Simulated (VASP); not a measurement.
Ca: single point with PBE

The system is Ca.

```
Ca
1.0
     3.52498    0.00000    0.00000
     0.00000    3.52498    0.00000
     0.00000    0.00000    3.52498
Ca
1
Cartesian
  0.0000 0.0000 0.0000
```

This isn't the form of Ca at room conditions, which is fcc.

* Program: VASP 6.6.1
* Task: single point
* Functional: PBE
* Potentials or basis: VASP PAW PBE potentials, release 64 (Ca_sv)
* Cutoff: 520 eV
* k mesh: 15 × 15 × 15
* Occupations: fermi-dirac, width 0.1 eV
* Spin: no spin polarisation

The pressure is 0.0 GPa and the band gap on the k mesh is zero (bands 5 and 6 overlap by 1.04 eV).

Levels at points of the mesh, in eV from the Fermi level:
| k point | band 1 | band 2 | band 3 | band 4 | band 5 | band 6 | band 7 | band 8 | band 9 | band 10 |
| --- | --- | --- | --- | --- | --- | --- | --- | --- | --- | --- |
| (0.00, 0.00, 0.00) | -42.24 | -23.13 | -23.13 | -23.13 | -3.83 | 0.83 | 0.83 | 4.03 | 4.03 | 4.03 |

It took 18 s on 1 thread of Intel(R) Xeon(R) 6975P-C (Granite Rapids), with other jobs on the host, peak memory 0.18 GiB.
